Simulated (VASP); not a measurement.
Runs of VASP 6.6.1 on Si2C3. The structure is that of space group P6_3/mmc (No. 194), or close to it. The cells are those of the table. 

| task | spin | cell | k mesh | cutoff (eV) | smearing | gap on the mesh (eV) | pressure (GPa) | moment (μB) | largest force (eV/Å) |
| --- | --- | --- | --- | --- | --- | --- | --- | --- | --- |
| single point | off | a = 2.627, b = 2.627, c = 23.179 Å, angles 90.0, 90.0, 120.0°, 10 atoms | 18 × 18 × 2 | 520 | gaussian 0.1 eV | none | (b) | - | 0.01 |
| single point | collinear, ferromagnetic start | a = 2.617, b = 2.617, c = 22.868 Å, angles 90.0, 90.0, 120.0°, 10 atoms | 6 × 6 × 1 | 520 | gaussian 0.1 eV | none | 0.2 | 0.10 | 0.01 |
| relaxation of cell and atoms | off | relaxed from a = 2.636, b = 2.636, c = 22.878 Å, angles 90.0, 90.0, 120.0°, 10 atoms | 6 × 6 × 1 | 600 | gaussian 0.1 eV | none | 0.0 | - | 0.02 |
| single point | collinear, ferromagnetic start | a = 2.636, b = 2.636, c = 22.878 Å, angles 90.0, 90.0, 120.0°, 10 atoms | 6 × 6 × 1 | 520 | gaussian 0.1 eV | none | -19.7 | 0.00 | 0.24 |
| single point | off | a = 2.636, b = 2.636, c = 22.878 Å, angles 90.0, 90.0, 120.0°, 10 atoms | 6 × 6 × 1 | 520 | gaussian 0.1 eV | none | -19.7 | - | 0.24 |
| single point | off | a = 2.627, b = 2.627, c = 23.179 Å, angles 90.0, 90.0, 120.0°, 10 atoms | 12 × 12 × 1 | 520 | gaussian 0.2 eV | none | (a) | - | 0.08 |
| single point | off | a = 2.617, b = 2.617, c = 22.868 Å, angles 90.0, 90.0, 120.0°, 10 atoms | 6 × 6 × 1 | 520 | gaussian 0.1 eV | none | 0.2 | - | 0.01 |

Alike in all rows: level PBE; potentials or basis VASP PAW PBE potentials, release 64 (Si, C).

Q: Fill in the values left out.

A: (a) 0.3; (b) 0.1.

Caveats: some runs use coarse meshes.

A gap of «none» marks levels without a gap at the run's occupations.
